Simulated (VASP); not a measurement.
AlN (zincblende type): single point with PBE

The system is AlN (zincblende type).

```xyz
2
Lattice="0.0000 1.9955 1.9955 1.9955 0.0000 1.9955 1.9955 1.9955 0.0000" Properties=species:S:1:pos:R:3 pbc="T T T"
Al    0.0000    0.0000    0.0000
N     0.9977    0.9977    0.9977
```

```yaml
Program: VASP 6.6.1
Task: single point
Functional: PBE
Potentials_or_basis: VASP PAW PBE potentials, release 64 (Al, N)
Cutoff: 520 eV
k_mesh: 17 × 17 × 17
Occupations: fermi-dirac, width 0.05 eV
Spin: no spin polarisation
Dipole_correction: no
Further_INCAR_settings: ALGO = Normal; EDIFF = 1e-06; NBANDS = 11
```

The pressure is 100.6 GPa. The band gap on the k mesh is 3.46 eV (least direct gap 5.49 eV).

Levels at points of the mesh, in eV from the valence-band top:
| k point | band 2 | band 3 | band 4 | band 5 | band 6 | band 7 |
| --- | --- | --- | --- | --- | --- | --- |
| (0.00, 0.00, 0.00) | -0.01 | -0.01 | -0.01 | 6.82 | 15.48 | 15.48 |

Run time: 16 s on 1 thread of AMD EPYC 9R45 (Zen 5), on a shared host, peak memory 0.12 GiB.

Caveat: the cell stands under pressure; an odd mesh through Γ misses points on the zone boundary, where band edges can lie.
